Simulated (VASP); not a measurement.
# CuO (Cc) in VASP: settings compared, part 3 of 3

VASP 6.6.1. Earlier steps stand in the parts before.

**6. Single point, RPBE**

This run uses another cell than the first one, of 9.55 Å³/atom, 0.940 times its volume.

File INCAR:

```
SYSTEM = CuO
PREC = Accurate
ENCUT = 700
EDIFF = 1E-6
ISMEAR = -1
SIGMA = 0.05
LREAL = .FALSE.
LASPH = .TRUE.
NELM = 120
ALGO = Normal
ISIF = 2
LWAVE = .FALSE.
LCHARG = .FALSE.
GGA = RP
NBANDS = 33
GGA_COMPAT = .FALSE.
```

File KPOINTS:

```
regular mesh
0
G
  10 10 5
  0 0 0
```

File POSCAR:

```
CuO
1.0
    2.2967863347     -1.6784226623      0.0000000000
    2.2967863347      1.6784226623      0.0000000000
   -0.8429827377      0.0000000000      4.9561566325
Cu O
2 2
Direct
    0.0032000000      0.4968000000      0.0000000000
    0.4968000000      0.0032000000      0.5000000000
    0.5714000000      0.4056000000      0.2537000000
    0.4056000000      0.5714000000      0.7537000000
```

Potentials or basis: VASP PAW PBE potentials, release 64 (Cu_sv_GW, O).

Run with:

```console
$ cat potpaw_PBE.64/Cu_sv_GW/POTCAR potpaw_PBE.64/O/POTCAR > POTCAR
$ mpirun -np 1 vasp_std > vasp.out
```

Wall time 3.9 min (1 thread of Intel Xeon 6975P-C (Granite Rapids), shared host); peak memory 0.38 GiB.

Results (log left out):

| Item | Value |
| --- | --- |
| Free energy | -17.5805 eV |
| Pressure | 21.8 GPa |
| Largest force | 0.993 eV/Å |
| Band gap on the k mesh | zero (band 25 reaches 7.02 eV, above the bottom of band 26 at 6.43 eV) |

Forces on the atoms (eV/Å):
```
Cu  -0.805  0.482  0.326
Cu  -0.805 -0.482  0.326
O    0.805  0.022 -0.326
O    0.805 -0.022 -0.326
```

Stress tensor (GPa, compression positive):
```
22.48  0.00 -4.12
 0.00 18.94  0.00
-4.12  0.00 24.08
```

Levels at points of the mesh, in eV from the Fermi level:
```tsv
k point	band 21	band 22	band 23	band 24	band 25	band 26	band 27	band 28	band 29	band 30
(0.00, 0.00, 0.00)	-2.54	-2.42	-2.33	-1.79	0.21	0.97	1.92	6.10	8.54	13.64
(0.50, 0.00, 0.00)	-2.22	-1.75	-1.65	-1.53	-0.03	0.29	4.88	6.57	7.23	11.46
(0.50, 0.50, 0.00)	-2.33	-2.31	-1.72	-1.33	-0.72	1.13	3.20	7.30	8.66	10.51
```

Caveat: the PAW data sets were made with another functional, which shifts forces and pressure a little; semilocal functionals often make such compounds metallic where correlation or magnetic order opens a gap, which also shifts bond lengths. With open d or f shells a metallic result of RPBE can be an artefact of self-interaction; +U or a hybrid may open a gap.

**7. Single point, RPBE**

This run uses another cell than the first one, of 10.77 Å³/atom, 1.060 times its volume.

File INCAR:

```
SYSTEM = CuO
ALGO = Normal ; EDIFF = 1E-6
ENCUT = 700 ; GGA = RP
GGA_COMPAT = .False. ; ISIF = 2
ISMEAR = -1 ; LASPH = .True.
LCHARG = .False. ; LREAL = .False.
LWAVE = .False. ; NBANDS = 33
NELM = 120 ; PREC = Accurate
SIGMA = 0.05
```

File KPOINTS:

```
k-points
0
Gamma
  10 10 5
  0 0 0
```

File POSCAR:

```
CuO
1.0
    2.3906349594     -1.7470044264      0.0000000000
    2.3906349594      1.7470044264      0.0000000000
   -0.8774277226      0.0000000000      5.1586693681
Cu O
2 2
Direct
    0.0032000000      0.4968000000      0.0000000000
    0.4968000000      0.0032000000      0.5000000000
    0.5714000000      0.4056000000      0.2537000000
    0.4056000000      0.5714000000      0.7537000000
```

Potentials or basis: VASP PAW PBE potentials, release 64 (Cu_sv_GW, O).

Run with:

```console
$ cat potpaw_PBE.64/Cu_sv_GW/POTCAR potpaw_PBE.64/O/POTCAR > POTCAR
$ mpirun -np 1 vasp_std > vasp.out
```

OUTCAR:

```text
SYSTEM = CuO
   EDIFF = 1E-6
   ENCUT = 700
   GGA = RP
   ISIF = 2
   ISMEAR = -1
   LASPH = .True.
   LREAL = .False.
   NELM = 120
   PREC = Accurate

 ion  position               nearest neighbor table
   1  0.003  0.497  0.000-   4 1.94   3 1.97   4 2.02   3 2.06
   2  0.497  0.003  0.500-   3 1.94   4 1.97   3 2.02   4 2.06
   3  0.571  0.406  0.254-   2 1.94   1 1.97   2 2.02   1 2.06
   4  0.406  0.571  0.754-   1 1.94   2 1.97   1 2.02   2 2.06

  LATTYP: Found a base centered monoclinic cell.
 ALAT       =     4.7812699188
 B/A-ratio  =     0.7307700490
 C/A-ratio  =     1.0944283419
 COS(beta)  =    -0.1676798045

  Lattice vectors:

 A1 = (   2.3906349594,  -1.7470044264,   0.0000000000)
 A2 = (   2.3906349594,   1.7470044264,   0.0000000000)
 A3 = (  -0.8774277226,   0.0000000000,   5.1586693681)

Analysis of symmetry for initial positions (statically):
=====================================================================
 Subroutine PRICEL returns:
 Original cell was already a primitive cell.

 Routine SETGRP: Setting up the symmetry group for a
 base centered monoclinic supercell.

 Subroutine GETGRP returns: Found  2 space group operations
 (whereof  1 operations were pure point group operations)
 out of a pool of  4 trial point group operations.

The static configuration has the point symmetry C_1 .
 The point group associated with its full space group is C_1h.

Analysis of symmetry for dynamics (positions and initial velocities):
=====================================================================
 Subroutine PRICEL returns:
 Original cell was already a primitive cell.

 Routine SETGRP: Setting up the symmetry group for a
 base centered monoclinic supercell.

 Subroutine GETGRP returns: Found  2 space group operations
 (whereof  1 operations were pure point group operations)
 out of a pool of  4 trial point group operations.

The dynamic configuration has the point symmetry C_1 .
 The point group associated with its full space group is C_1h.

[... 116 lines left out ...]
   EFERMI =   0.00;   METHOD = LEGACY
   ISMEAR =    -1;   SIGMA  =   0.05  broadening in eV -4-tet -1-fermi 0-gaus
   EFERMI_NEDOS =   21; number of points for ismear=-14 and -15
   IALGO  =     38    algorithm
   IMIX   =      4    mixing-type and parameters
     AMIX     =   0.40;   BMIX     =  1.00
     AMIX_MAG =   1.60;   BMIX_MAG =  1.00
  volume/ion in A,a.u.               =      10.77        72.70
  Fermi-wavevector in a.u.,A,eV,Ry     =   1.720309  3.250913 40.265949  2.959464
  Thomas-Fermi vector in A             =   2.796773
   LORBIT       =      0    0 simple, 1 ext, 2 COOP (PROOUT), +10 PAW based schemes
   GGA     = RP    functional components
   LHFCALC =     F    Hartree Fock is set to
   AEXX    =    0.0000 exact exchange contribution
   IVDW    =     0    specifies the selected vdW correction
   LEPSILON=     F    determine dielectric tensor
   LRPA    =     F    only Hartree local field effects (RPA)
 non-spin polarized calculation
  energy-cutoff  :      700.00
  volume of cell :       43.09
 maximum number of plane-waves:      1835
 NGX is ok and might be reduce to    28
   NGX = 13   NGY = 13   NGZ = 23

 number of electron      49.9999998 magnetization

 Free energy of the ion-electron system (eV)
  ---------------------------------------------------
  ext. energy  EPLUGINS =         0.00000000
  ---------------------------------------------------
  free energy    TOTEN  =       -17.94627397 eV

  energy without entropy =      -17.92626567  energy(sigma->0) =      -17.93626982

 E-fermi :   5.1181     XC(G=0): -11.6719

 val. band max:        5.1173305019   @ k =  -0.2000   0.3000   0.4000
 cond. band min:       5.1219527507   @ k =   0.5000   0.2000   0.4000
 fundamental gap:      0.0046222487
 Fermi energy:         5.1180553149

 k-point     1 :       0.0000    0.0000    0.0000
  band No.  band energies     occupation
      1    -107.4256      2.00000
      2    -107.4250      2.00000
      3     -64.8845      2.00000
      4     -64.8843      2.00000
      5     -64.8623      2.00000
      6     -64.8556      2.00000
[... 853 lines left out ...]
     32      18.0767      0.00000
     33      19.3250      0.00000

 [... further k-points ...]
[... 5 lines left out ...]
  --------------------------------------------------------------------------------------
  -------------------------------------------------------------------------------------
  Total       -0.5217756      0.1843164     -0.8951634      0.0000000      0.0000000     -0.1995788
  in kB      -19.4007901      6.8532989    -33.2841852      0.0000000      0.0000000     -7.4207873
  external PRESSURE =     -15.2772255 kB  Pullay stress =       0.0000000 kB

 VOLUME and BASIS-vectors are now :
 -----------------------------------------------------------------------------
  energy-cutoff  :      700.00
  volume of cell :       43.09
      direct lattice vectors                 reciprocal lattice vectors
     2.390634959 -1.747004426  0.000000000     0.209149455 -0.286204198  0.035573811
     2.390634959  1.747004426  0.000000000     0.209149455  0.286204198  0.035573811
    -0.877427723  0.000000000  5.158669368     0.000000000  0.000000000  0.193848438

 POSITION                                       TOTAL-FORCE (eV/Angst)
 -----------------------------------------------------------------------------------
      1.19532      0.86232      0.00000        -0.528731      0.274260      0.200153
      0.75660     -0.86232      2.57933        -0.528731     -0.274260      0.200153
      2.11305     -0.28965      1.30875         0.528731      0.394337     -0.200153
      1.67433      0.28965      3.88809         0.528731     -0.394337     -0.200153
 -----------------------------------------------------------------------------------
    total drift:                                0.001097      0.000000     -0.000741

  FREE ENERGIE OF THE ION-ELECTRON SYSTEM (eV)
  ---------------------------------------------------
  free  energy   TOTEN  =       -17.9462739702 eV

  energy  without entropy=      -17.9262656732  energy(sigma->0) =      -17.93626982
```

OSZICAR:

```text
N       E                     dE             d eps       ncg     rms          rms(c)
DAV:   1     0.997828531956E+03    0.99783E+03   -0.37605E+04 14659   0.514E+03
DAV:   2     0.806037286882E+02   -0.91722E+03   -0.88135E+03 15520   0.135E+03
DAV:   3    -0.188425751440E+02   -0.99446E+02   -0.97373E+02 17772   0.473E+02
DAV:   4    -0.237283597779E+02   -0.48858E+01   -0.48679E+01 15227   0.117E+02
DAV:   5    -0.239544013949E+02   -0.22604E+00   -0.22595E+00 16148   0.229E+01    0.171E+01
DAV:   6    -0.224841732045E+02    0.14702E+01   -0.44951E+01 16364   0.324E+02    0.167E+01
DAV:   7    -0.178843970132E+02    0.45998E+01   -0.15532E+01 15092   0.278E+02    0.364E+00
DAV:   8    -0.179591850125E+02   -0.74788E-01   -0.14116E+00 15436   0.148E+01    0.187E+00
DAV:   9    -0.179489043603E+02    0.10281E-01   -0.64337E-02 17620   0.121E+01    0.577E-01
DAV:  10    -0.179459772890E+02    0.29271E-02   -0.10116E-02 17796   0.633E+00    0.132E-01
DAV:  11    -0.179463086465E+02   -0.33136E-03   -0.13064E-03 17204   0.692E-01    0.743E-02
DAV:  12    -0.179462695745E+02    0.39072E-04   -0.30443E-04 15860   0.390E-01    0.146E-02
DAV:  13    -0.179462716889E+02   -0.21144E-05   -0.23633E-05 15964   0.206E-01    0.910E-03
DAV:  14    -0.179462735625E+02   -0.18736E-05   -0.27924E-06  9356   0.108E-01    0.211E-03
DAV:  15    -0.179462739702E+02   -0.40772E-06   -0.28168E-07  6884   0.431E-02
   1 F= -.17946274E+02 E0= -.17936270E+02  d E =-.200083E-01
```

Wall time 6.8 min (1 thread of AMD EPYC 9R45 (Zen 5), shared host); peak memory 0.39 GiB.

Results:

| Item | Value |
| --- | --- |
| Free energy | -17.9463 eV |
| Pressure | -1.5 GPa |
| Largest force | 0.689 eV/Å |
| Band gap on the k mesh | zero (band 25 reaches 5.39 eV, above the bottom of band 26 at 4.80 eV) |

Forces on the atoms (eV/Å):
```
Cu  -0.529  0.274  0.200
Cu  -0.529 -0.274  0.200
O    0.529  0.394 -0.200
O    0.529 -0.394 -0.200
```

Levels at points of the mesh, in eV from the Fermi level:
```csv
k point,band 22,band 23,band 24,band 25,band 26,band 27,band 28,band 29
"(0.00, 0.00, 0.00)",-2.04,-1.97,-1.53,0.20,0.86,1.52,6.00,7.83
"(0.50, 0.00, 0.00)",-1.48,-1.38,-1.30,-0.03,0.29,4.94,6.08,6.70
"(0.50, 0.50, 0.00)",-1.95,-1.60,-1.14,-0.61,1.00,3.55,6.86,8.47
```

Caveat: the PAW data sets were made with another functional, which shifts forces and pressure a little; semilocal functionals often make such compounds metallic where correlation or magnetic order opens a gap, which also shifts bond lengths. With open d or f shells a metallic result of RPBE can be an artefact of self-interaction; +U or a hybrid may open a gap.

**8. The runs side by side**

```csv
level,cell,k mesh,cutoff (eV),gap on the mesh (eV),pressure (GPa),largest force (eV/Å)
r2SCAN,"a = 2.904, b = 2.904, c = 5.132 Å, angles 97.8, 97.8, 72.3°, 4 atoms",6 × 6 × 3,770,none,-3.2,0.74
RPBE,"a = 2.942, b = 2.942, c = 5.200 Å, angles 97.8, 97.8, 72.3°, 4 atoms",10 × 10 × 5,700,none,1.4,0.70
RPBE,"a = 2.923, b = 2.923, c = 5.166 Å, angles 97.8, 97.8, 72.3°, 4 atoms",10 × 10 × 5,700,none,4.6,0.73
RPBE,"a = 2.884, b = 2.884, c = 5.098 Å, angles 97.8, 97.8, 72.3°, 4 atoms",10 × 10 × 5,700,none,12.3,0.86
RPBE,"a = 2.845, b = 2.845, c = 5.027 Å, angles 97.8, 97.8, 72.3°, 4 atoms",10 × 10 × 5,700,none,21.8,0.99
RPBE,"a = 2.961, b = 2.961, c = 5.233 Å, angles 97.8, 97.8, 72.3°, 4 atoms",10 × 10 × 5,700,none,-1.5,0.69
```

Alike in all rows: task single point; potentials or basis VASP PAW PBE potentials, release 64 (Cu_sv_GW, O); no spin polarisation; smearing fermi-dirac 0.05 eV.

Caveats: some runs use coarse meshes; the PAW data sets were made with another functional, which shifts forces and pressure a little; semilocal functionals often make such compounds metallic where correlation or magnetic order opens a gap, which also shifts bond lengths.

Absolute energies hang on the potentials; compare differences alone.
